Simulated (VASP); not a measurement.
LiW:

```
Li W
1.0
     0.00000    3.13575    3.13575
     3.13575    0.00000    3.13575
     3.13575    3.13575    0.00000
Li W
2 2
Direct
  0.00000 0.00000 0.00000
  0.25000 0.25000 0.25000
  0.50000 0.50000 0.50000
  0.75000 0.75000 0.75000
```

| Quantity | Value |
| --- | --- |
| Program | VASP 6.6.1 |
| Task | relaxation of cell and atoms |
| Functional | LDA |
| Potentials or basis | VASP PAW LDA potentials, release 64 (Li_sv, W_sv) |
| Cutoff | 600 eV |
| k mesh | 5 × 5 × 5 |
| Occupations | gaussian, width 0.0753 eV |
| Spin | no spin polarisation |

At the start: pressure -10.4 GPa; volume 15.42 Å³/atom.

How do energy, volume and symmetry change on relaxing?

Over 3 steps the energy falls by 47.0 meV/atom and the volume is 14.09 Å³/atom (-8.6 %); space group Fd-3m (No. 227, to 0.05 Å).

The path:
| step | energy change (eV) | largest force (eV/Å) | pressure (GPa) | volume (Å³) |
| --- | --- | --- | --- | --- |
| 1 | 0.0000 | 0.0000 | -10.44 | 61.67 |
| 2 | -0.1025 | 0.0000 | 9.01 | 53.13 |
| 3 | -0.1878 | 0.0000 | -0.08 | 56.34 |

Final structure:
```cif
data_structure
_symmetry_space_group_name_H-M 'P 1'
_symmetry_Int_Tables_number 1
_cell_length_a 4.3031
_cell_length_b 4.3031
_cell_length_c 4.3031
_cell_angle_alpha 60.000
_cell_angle_beta 60.000
_cell_angle_gamma 60.000
_cell_volume 56.34
loop_
_atom_site_label
_atom_site_type_symbol
_atom_site_fract_x
_atom_site_fract_y
_atom_site_fract_z
_atom_site_occupancy
Li1 Li 0.00000 0.00000 0.00000 1
Li2 Li 0.25000 0.25000 0.25000 1
W1 W 0.50000 0.50000 0.50000 1
W2 W 0.75000 0.75000 0.75000 1
```

Caveat: the cutoff is under 1.25 times the usual one of these potentials, so pressure, stress and relaxed cells hold a basis-set (Pulay) error.
